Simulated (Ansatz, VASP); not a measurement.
## HfBeP2: VASP beside Ansatz

File INCAR:

```
ALGO     = Normal         # electronic algorithm
EDIFF    = 1E-6           # SCF threshold, eV
ENCUT    = 520            # plane-wave cutoff, eV
GGA      = PE             # functional
ISIF     = 2              # what is computed and relaxed
ISMEAR   = 0              # smearing method
LASPH    = True           # aspherical terms in the spheres
LCHARG   = True           # write CHGCAR
LELF     = True           # ELF
LREAL    = False          # projectors in reciprocal space
LVHAR    = True         
LWAVE    = False          # write WAVECAR
NBANDS   = 19             # bands
NELM     = 80             # most SCF steps
PREC     = Accurate       # precision mode
SIGMA    = 0.1            # smearing width, eV
```

The input KPOINTS:

```
k-points
0
Gamma
  6 6 4
```

Contents of POSCAR:

```
HfBeP2
1.0
    4.3565038000      0.0000000000      0.0000000000
   -2.1782519000      3.7728429600      0.0000000000
    0.0000000000      0.0000000000      7.1504813200
Hf Be P
1 1 2
Direct
    0.0000000000      0.0000000000      0.5000000000
    0.0000000000      0.0000000000      0.0000000000
    0.3333333300      0.6666666700      0.0000000000
    0.6666666700      0.3333333300      0.0000000000
```

Input for Ansatz:

```yaml
crystal:
  lattice:
    - [4.3565038, 0.0, 0.0]
    - [-2.1782519, 3.77284296, 0.0]
    - [0.0, 0.0, 7.15048132]
  atoms:
    - { symbol: Hf, position: [0.0, 0.0, 0.5] }
    - { symbol: Be, position: [0.0, 0.0, 0.0] }
    - { symbol: P, position: [0.33333333, 0.66666667, 0.0] }
    - { symbol: P, position: [0.66666667, 0.33333333, 0.0] }
basis:
  ecutwfc: 420
kpoints:
  mp_grid: { grid: [6, 6, 4] }
hamiltonian:
  xc: pbe
scf:
  occupations: { method: gaussian, width: 0.1 }
  lower_state_search: "off"
output:
  forces: true
  stress: true
  eigenvalues: true
```

Alike in both runs: task single point; functional PBE; k mesh 6 × 6 × 4; occupations gaussian, width 0.1 eV; no spin polarisation.

|  | VASP | Ansatz |
| --- | --- | --- |
| version | VASP 6.6.1 | Ansatz 0.2.0 |
| potentials or method | VASP PAW PBE potentials, release 64 (Hf_pv, Be, P), cutoff 520 eV | scalar-relativistic, plane waves, PAW |
| valence electrons in the cell | 22 | 38 |

```tsv
	VASP	Ansatz	Ansatz less VASP
gap on the k mesh at the Fermi level (eV)	none	none	-
pressure (GPa)	-11.0	-11.0	+0.02
traceless stress, the component that is largest in VASP (GPa)	1.49	1.47	-0.021
```

A gap of «none» marks a metal or a gap that the smearing closes. With one functional, cell and mesh, what is left measures potentials, basis and numerics. VASP's potentials hold 22 valence electrons a cell and Ansatz's 38, so a difference there can come from the potentials and not from the codes.

Neither program's run includes spin-orbit coupling.
